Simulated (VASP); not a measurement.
# ZnO: single point with PBE

ZnO:

```
Zn O
1.0
     0.00000    2.13750    2.13750
     2.13750    0.00000    2.13750
     2.13750    2.13750    0.00000
Zn O
1 1
Direct
  0.00000 0.00000 0.00000
  0.50000 0.50000 0.50000
```

```yaml
Program: VASP 6.6.1
Task: single point
Functional: PBE
Potentials_or_basis: VASP PAW PBE potentials, release 64 (Zn, O)
Cutoff: 600 eV
k_mesh: 3 × 3 × 3
Occupations: gaussian, width 0.01 eV
Spin: no spin polarisation
Dipole_correction: no
Further_INCAR_settings: ALGO = Normal; EDIFF = 1e-06; NBANDS = 16
```

```json
{"Pressure": "8.1 GPa", "Band gap on the k mesh": "1.14 eV, indirect (least direct gap 2.19 eV)"}
```

Levels at points of the mesh, in eV from the valence-band top:
| k point | band 7 | band 8 | band 9 | band 10 | band 11 | band 12 |
| --- | --- | --- | --- | --- | --- | --- |
| (0.00, 0.00, 0.00) | -1.05 | -1.05 | -1.05 | 1.14 | 18.21 | 18.21 |

Run time: 5.9 s on 1 thread of Intel Xeon 8259CL, with other jobs on the host, peak memory 0.13 GiB.

Caveat: the k points lie up to 0.85 Å⁻¹ apart. A k mesh can miss the band edges.
